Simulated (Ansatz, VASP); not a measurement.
## One calculation of TePt, two programs

```
Te Pt
1.0
     1.98690    1.14714    6.92274
    -1.98690    1.14714    6.92274
     0.00000   -2.29428    6.92274
Te Pt
2 2
Cartesian
  0.0000 0.0000 18.7876
  0.0000 0.0000 1.9807
  0.0000 0.0000 13.0963
  0.0000 0.0000 7.6720
```

Alike in both runs: task single point; functional PBEsol; k mesh 10 × 10 × 10; occupations fermi-dirac, width 0.08 eV; no spin polarisation.

|  | VASP | Ansatz |
| --- | --- | --- |
| version | VASP 6.6.1 | Ansatz 0.2.0 |
| potentials or method | VASP PAW PBE potentials, release 64 (Te, Pt), cutoff 520 eV | all-electron LAPW, scalar-relativistic |

Ansatz gave:

| Quantity | Value |
| --- | --- |
| pressure (GPa) | -2.5 |
| traceless stress, the component that is largest in VASP (GPa) | -0.31 |
| rms of the force components (eV/Å) | 0.071 |

**Question.** What did VASP give for the same quantities?

**Answer.** Pressure (GPa): -2.7; traceless stress, the component that is largest in VASP (GPa): -0.29; rms of the force components (eV/Å): 0.071.

VASP's potentials were made for PBE, not for PBEsol. Atom by atom the forces differ by 0.003 eV/Å (rms over components). Ansatz ran all-electron here, and VASP with PAW potentials.

Neither program's run includes spin-orbit coupling.
